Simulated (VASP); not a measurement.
# PbSe (Immm) in VASP: single point with PBE+D3(BJ)

Aim: the single point of PbSe with PBE+D3(BJ).

Everything below comes from runs of VASP 6.6.1. Logs are shortened: lines on timing, memory, paths and dates and some standing lists are left out, and cuts for length are marked.

## 1. The cell of the first run

The structure is orthorhombic, space group Immm (No. 71). Conventional cell: a = 4.218 Å, b = 4.457 Å, c = 6.134 Å, α = 90.00°, β = 90.00°, γ = 90.00°. Pb (site symmetry mmm) has 6 Se at 3.07 Å within 4.0 Å. Within 4.0 Å of Se (site symmetry mmm) lie 6 Pb at 3.07 Å.

## 2. Single point, PBE+D3(BJ)

INCAR

```
PREC = Accurate ; ENCUT = 520
EDIFF = 1E-7 ; ISMEAR = 0
SIGMA = 0.03 ; LREAL = F
LASPH = T ; NELM = 80
ALGO = Normal ; ISIF = 2
LWAVE = F ; LCHARG = T
GGA = PE ; IVDW = 12
LELF = T ; LVHAR = T
NBANDS = 17
```

KPOINTS

```
Automatic mesh
0
Gamma
  10 10 10
```

POSCAR

```
PbSe
1.0
   -0.0843449018      3.0670873374      3.0670873374
    3.0670873374     -0.0843449018      3.0670873374
    2.9827424356      2.9827424356      0.0000000000
Pb Se
1 1
Direct
    0.0000000000      0.0000000000      0.0000000000
    0.5000000000      0.5000000000      0.5000000000
```

Potentials or basis: VASP PAW PBE potentials, release 64 (Pb_d, Se).

The run is started by

```
> cat potpaw_PBE.64/Pb_d/POTCAR potpaw_PBE.64/Se/POTCAR > POTCAR
> mpirun -np 1 vasp_std > vasp.out
```

OUTCAR:

```text
PREC = Accurate
   ENCUT = 520
   EDIFF = 1E-7
   ISMEAR = 0
   LREAL = F
   LASPH = T
   NELM = 80
   ISIF = 2
   GGA = PE
   IVDW = 12
 IVDW          = 12

 ion  position               nearest neighbor table
   1  0.000  0.000  0.000-   2 3.07   2 3.07   2 3.07   2 3.07   2 3.07   2 3.07
   2  0.500  0.500  0.500-   1 3.07   1 3.07   1 3.07   1 3.07   1 3.07   1 3.07

  LATTYP: Found a body centered orthorhombic cell.
 ALAT       =     4.2182348055
 B/A-ratio  =     1.0565552699
 C/A-ratio  =     1.4542041773

  Lattice vectors:

 A1 = (   0.0843449018,  -3.0670873374,  -3.0670873374)
 A2 = (  -0.0843449018,   3.0670873374,  -3.0670873374)
 A3 = (   3.0670873374,  -0.0843449018,   3.0670873374)

Analysis of symmetry for initial positions (statically):
=====================================================================
 Subroutine PRICEL returns:
 Original cell was already a primitive cell.

 Routine SETGRP: Setting up the symmetry group for a
 body centered orthorhombic supercell.

 Subroutine GETGRP returns: Found  8 space group operations
 (whereof  8 operations were pure point group operations)
 out of a pool of  8 trial point group operations.

The static configuration has the point symmetry D_2h.

Analysis of symmetry for dynamics (positions and initial velocities):
=====================================================================
 Subroutine PRICEL returns:
 Original cell was already a primitive cell.

 Routine SETGRP: Setting up the symmetry group for a
 body centered orthorhombic supercell.

 Subroutine GETGRP returns: Found  8 space group operations
 (whereof  8 operations were pure point group operations)
 out of a pool of  8 trial point group operations.

The dynamic configuration has the point symmetry D_2h.

 Subroutine INISYM returns: Found  8 space group operations
 (whereof  8 operations are pure point group operations),
 and found     1 'primitive' translations

----------------------------------------------------------------------------------------

                                     Primitive cell

  volume of cell :      57.6607

  direct lattice vectors                    reciprocal lattice vectors
    -0.084344902  3.067087337  3.067087337    -0.158658020  0.158658020  0.163021116
     3.067087337 -0.084344902  3.067087337     0.158658020 -0.158658020  0.163021116
     2.982742436  2.982742436  0.000000000     0.167630967  0.167630967 -0.163021116

  length of vectors
     4.338336494  4.338336494  4.218234805     0.277345667  0.277345667  0.287708475

  position of ions in fractional coordinates (direct lattice)
     0.000000000  0.000000000  0.000000000
     0.500000000  0.500000000  0.500000000

  ion indices of the primitive-cell ions
   primitive index   ion index
                 1           1
                 2           2

----------------------------------------------------------------------------------------

 KPOINTS: Automatic mesh

Automatic generation of k-mesh.
 Grid dimensions read from file:
 generate k-points for:   10   10   10

 Generating k-lattice:

  Cartesian coordinates                     Fractional coordinates (reciprocal lattice)
    -0.015865802  0.015865802  0.016302112     0.100000000  0.000000000  0.000000000
     0.015865802 -0.015865802  0.016302112     0.000000000  0.100000000  0.000000000
     0.016763097  0.016763097 -0.016302112    -0.000000000 -0.000000000  0.100000000

  Length of vectors
     0.027734567  0.027734567  0.028770848

  Shift w.r.t. Gamma in fractional coordinates (k-lattice)
     0.000000000  0.000000000  0.000000000

 Subroutine IBZKPT returns following result:
 ===========================================

 Found    171 irreducible k-points:

 Following reciprocal coordinates:
            Coordinates               Weight
  0.000000  0.000000  0.000000      1.000000
  0.100000  0.000000  0.000000      4.000000
  0.200000  0.000000  0.000000      4.000000
  0.300000  0.000000  0.000000      4.000000
  0.400000 -0.000000  0.000000      4.000000
  0.500000  0.000000  0.000000      2.000000
[... 16 lines left out ...]
  0.300000  0.300000  0.000000      2.000000
  0.400000  0.300000  0.000000      4.000000
 [... further k-points ...]
   k-points           NKPTS =    171   k-points in BZ     NKDIM =    171   number of bands    NBANDS=     17
   number of dos      NEDOS =    301   number of ions     NIONS =      2
   total plane-waves  NPLWV =  32768
   dimension x,y,z NGX =    32 NGY =   32 NGZ =   32
   dimension x,y,z NGXF=    64 NGYF=   64 NGZF=   64
   ions per type =               1   1
   NGX,Y,Z   is equivalent  to a cutoff of  12.26, 12.26, 12.61 a.u.
   NGXF,Y,Z  is equivalent  to a cutoff of  24.52, 24.52, 25.22 a.u.
 SYSTEM =  unknown system
   PREC   = accura    normal or accurate (medium, high low for compatibility)
   ISTART =      0    job   : 0-new  1-cont  2-samecut
   ICHARG =      2    charge: 1-file 2-atom 10-const
   ISPIN  =      1    spin polarized calculation?
   LNONCOLLINEAR =      F non collinear calculations
   LSORBIT =      F    spin-orbit coupling
   LASPH  =      T    aspherical Exc in radial PAW
   ENCUT  =  520.0 eV  38.22 Ry    6.18 a.u.   8.07  8.07  7.84*2*pi/ulx,y,z
   NELM   =     80;   NELMIN=  2; NELMDL= -5     # of ELM steps
   EDIFF  = 0.1E-06   stopping-criterion for ELM
   LREAL  =      F    real-space projection
   EDIFFG = 0.1E-05   stopping-criterion for IOM
   NSW    =      0    number of steps for IOM
   IBRION =     -1    ionic relax: 0-MD 1-quasi-New 2-CG
   NFREE  =      0    steps in history (QN), initial steepest desc. (CG)
   ISIF   =      2    stress and relaxation
   ISYM   =      2    0-nonsym 1-usesym 2-fastsym
   POTIM  = 0.5000    time-step for ionic-motion
   TEBEG  =    0.0;   TEEND  =   0.0 temperature during run
   PSTRESS=    0.0 pullay stress
   NELECT =      20.0000    total number of electrons
   NUPDOWN=      -1.0000    fix difference up-down
   EMIN   =  10.00;   EMAX   =-10.00  energy-range for DOS
   EFERMI =   0.00;   METHOD = LEGACY
   ISMEAR =     0;   SIGMA  =   0.03  broadening in eV -4-tet -1-fermi 0-gaus
   EFERMI_NEDOS =   21; number of points for ismear=-14 and -15
   IALGO  =     38    algorithm
   IMIX   =      4    mixing-type and parameters
     AMIX     =   0.40;   BMIX     =  1.00
     AMIX_MAG =   1.60;   BMIX_MAG =  1.00
  volume/ion in A,a.u.               =      28.83       194.56
  Fermi-wavevector in a.u.,A,eV,Ry     =   1.150248  2.173654 18.001471  1.323071
  Thomas-Fermi vector in A             =   2.286913
   LORBIT       =      0    0 simple, 1 ext, 2 COOP (PROOUT), +10 PAW based schemes
   GGA     = PE    functional components
   LHFCALC =     F    Hartree Fock is set to
   AEXX    =    0.0000 exact exchange contribution
   IVDW    =    12    specifies the selected vdW correction
   LEPSILON=     F    determine dielectric tensor
   LRPA    =     F    only Hartree local field effects (RPA)
 non-spin polarized calculation
 Gauss-broadening in eV      SIGMA  =   0.03
  energy-cutoff  :      520.00
  volume of cell :       57.66
 maximum number of plane-waves:      1574
   NGX = 17   NGY = 17   NGZ = 15

 number of electron      20.0000004 magnetization

 Free energy of the ion-electron system (eV)
  ---------------------------------------------------
  ext. energy  EPLUGINS =         0.00000000
  ---------------------------------------------------
  free energy    TOTEN  =        -8.17291440 eV

  energy without entropy =       -8.17287411  energy(sigma->0) =       -8.17289425

 E-fermi :   5.1297     XC(G=0):  -9.5061

 val. band max:        5.1080637080   @ k =   0.5000   0.0000   0.0000
 cond. band min:       5.1512887959   @ k =  -0.0000  -0.0000   0.5000
 fundamental gap:      0.0432250879
 Fermi energy:         5.1296762523

 k-point     1 :       0.0000    0.0000    0.0000
  band No.  band energies     occupation
      1     -11.8448      2.00000
      2     -11.8351      2.00000
      3     -11.8301      2.00000
      4     -11.8284      2.00000
      5     -11.8190      2.00000
      6      -8.5409      2.00000
[... 9 lines left out ...]
     16      11.9014      0.00000
     17      13.2328      0.00000

 k-point     2 :       0.1000    0.0000    0.0000
  band No.  band energies     occupation
      1     -11.8460      2.00000
      2     -11.8340      2.00000
      3     -11.8290      2.00000
      4     -11.8285      2.00000
      5     -11.8182      2.00000
      6      -8.4677      2.00000
[... 9 lines left out ...]
     16      12.1183      0.00000
     17      13.9365      0.00000

 k-point     3 :       0.2000    0.0000    0.0000
  band No.  band energies     occupation
      1     -11.8499      2.00000
      2     -11.8370      2.00000
      3     -11.8273      2.00000
      4     -11.8228      2.00000
      5     -11.8141      2.00000
      6      -8.2592      2.00000
[... 9 lines left out ...]
     16      12.6783      0.00000
     17      15.3196      0.00000

 k-point     4 :       0.3000    0.0000    0.0000
  band No.  band energies     occupation
      1     -11.8556      2.00000
      2     -11.8428      2.00000
      3     -11.8264      2.00000
      4     -11.8137      2.00000
      5     -11.8069      2.00000
      6      -7.9564      2.00000
[... 9 lines left out ...]
     16      13.5280      0.00000
     17      16.5795      0.00000
[... 343 lines left out ...]
      1     -11.8617      2.00000
      2     -11.8390      2.00000
      3     -11.8219      2.00000
      4     -11.8207      2.00000
      5     -11.8087      2.00000
      6      -7.8537      2.00000
[... 9 lines left out ...]
     16      14.3937      0.00000
     17      14.7484      0.00000

 k-point    23 :       0.3000    0.3000    0.0000
  band No.  band energies     occupation
      1     -11.8972      2.00000
      2     -11.8452      2.00000
      3     -11.8164      2.00000
      4     -11.8095      2.00000
      5     -11.8001      2.00000
      6      -7.7156      2.00000
[... 9 lines left out ...]
     16      15.0542      0.00000
     17      15.2517      0.00000

 k-point    24 :       0.4000    0.3000    0.0000
  band No.  band energies     occupation
      1     -11.9137      2.00000
      2     -11.8458      2.00000
      3     -11.8177      2.00000
      4     -11.8024      2.00000
      5     -11.7948      2.00000
      6      -7.4752      2.00000
[... 9 lines left out ...]
     16      15.7556      0.00000
     17      16.3669      0.00000

 [... further k-points ...]

------------------------ aborting loop because EDIFF is reached ----------------------------------------

 Edisp (eV)   -0.73247

 E8    (eV) :    -0.3418

  FORCE on cell =-STRESS in cart. coord.  units (eV):
  Direction    XX          YY          ZZ          XY          YZ          ZX
  --------------------------------------------------------------------------------------
  -------------------------------------------------------------------------------------
  Total       0.00062     0.00062    -0.02463     0.33190     0.00000     0.00000
  in kB       0.01715     0.01715    -0.68429     9.22231     0.00000     0.00000
  external pressure =       -0.22 kB  Pullay stress =        0.00 kB

 VOLUME and BASIS-vectors are now :
 -----------------------------------------------------------------------------
  energy-cutoff  :      520.00
  volume of cell :       57.66
      direct lattice vectors                 reciprocal lattice vectors
    -0.084344902  3.067087337  3.067087337    -0.158658020  0.158658020  0.163021116
     3.067087337 -0.084344902  3.067087337     0.158658020 -0.158658020  0.163021116
     2.982742436  2.982742436  0.000000000     0.167630967  0.167630967 -0.163021116

 POSITION                                       TOTAL-FORCE (eV/Angst)
 -----------------------------------------------------------------------------------
      0.00000      0.00000      0.00000         0.000000      0.000000      0.000000
      2.98274      2.98274      3.06709         0.000000     -0.000000     -0.000000
 -----------------------------------------------------------------------------------
    total drift:                                0.000000     -0.000000     -0.000000

  FREE ENERGIE OF THE ION-ELECTRON SYSTEM (eV)
  ---------------------------------------------------
  free  energy   TOTEN  =        -8.9053851564 eV

  energy  without entropy=       -8.9053448655  energy(sigma->0) =       -8.90536501
```

Wall time 62 s (1 thread of AMD EPYC 9R45 (Zen 5), shared host); peak memory 0.29 GiB.

Results:

```yaml
Free_energy: -8.9054 eV
Pressure: 0.0 GPa
Band_gap_on_the_k_mesh: 0.04 eV (least direct gap 0.27 eV)
Dispersion_energy_per_atom: -0.366 eV
```

Levels at points of the mesh, in eV from the valence-band top:
```tsv
k point	band 8	band 9	band 10	band 11	band 12	band 13
(0.00, 0.00, 0.00)	-2.17	-1.97	-1.73	4.57	4.57	4.66
(0.50, 0.00, 0.00)	-1.55	-1.41	0.00	0.30	1.68	1.84
(0.50, 0.50, 0.00)	-5.04	-3.56	-3.03	3.64	5.44	5.55
(0.00, 0.00, 0.50)	-1.67	-1.58	-0.23	0.04	1.40	1.56
(0.50, 0.00, 0.50)	-5.04	-3.30	-3.30	3.61	5.27	5.48
```

Caveat: spin-orbit coupling is left out, which moves the levels of the heavy elements. A k mesh can miss the band edges.
